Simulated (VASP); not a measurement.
Input of a VASP 6.6.1 run:

Contents of INCAR:

```
SYSTEM = AgCl
  PREC = Accurate
  ENCUT = 500
  EDIFF = 1E-6
  ISMEAR = 0
  SIGMA = 0.01
  LREAL = .False.
  LASPH = .True.
  NELM = 120
  ALGO = Normal
  ISIF = 2
  LWAVE = .False.
  LCHARG = .False.
  GGA = PS
  NBANDS = 16
  GGA_COMPAT = .False.
```

KPOINTS

```
regular mesh
0
Gamma
  5 5 5
  0 0 0
```

File POSCAR:

```
AgCl
1.0
    3.4791620374      0.0000000000      0.0000000000
    0.0000000000      3.4791620374      0.0000000000
    0.0000000000      0.0000000000      3.4791620374
Ag Cl
1 1
Direct
    0.0000000000      0.0000000000      0.0000000000
    0.5000000000      0.5000000000      0.5000000000
```

Potentials or basis: VASP PAW PBE potentials, release 64 (Ag, Cl).

Launch:

```bash
$ cat potpaw_PBE.64/Ag/POTCAR potpaw_PBE.64/Cl/POTCAR > POTCAR
$ mpirun -np 1 vasp_std > vasp.out
```

Estimate the band gap on the k mesh.

0.50 eV (least direct gap 1.80 eV).

What does it give for the pressure?

-5.9 GPa.

Caveat: the cell stands under tension; semilocal functionals underestimate gaps, and a narrow one can read as zero; the PAW data sets were made with another functional, which shifts forces and pressure a little; an odd mesh through Γ misses points on the zone boundary, where band edges can lie.
